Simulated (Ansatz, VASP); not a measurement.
**Ir in VASP and in Ansatz**

```
Ir
1.0
     0.00000    2.79042    2.79042
     2.79042    0.00000    2.79042
     2.79042    2.79042    0.00000
Ir
2
Direct
  0.12500 0.12500 0.12500
  0.87500 0.87500 0.87500
```

Alike in both runs: task single point; functional PBEsol; k mesh 11 × 11 × 11; occupations fermi-dirac, width 0.1 eV; no spin polarisation.

|  | VASP | Ansatz |
| --- | --- | --- |
| version | VASP 6.6.1 | Ansatz 0.2.0 |
| potentials or method | VASP PAW PBE potentials, release 64 (Ir), cutoff 520 eV | plane waves (420 eV) with PAW, scalar-relativistic |
| valence electrons in the cell | 18 | 34 |

```csv
,VASP,Ansatz,Ansatz less VASP
pressure (GPa),-7.6,-7.4,+0.15
```

VASP's potentials were made for PBE, not for PBEsol, and Ansatz warns of the same on its side. The functional is the same, so the differences come from potentials, cutoffs and numerics. VASP's potentials hold 18 valence electrons a cell and Ansatz's 34, so a difference there can come from the potentials and not from the codes.

Spin-orbit coupling is off throughout.
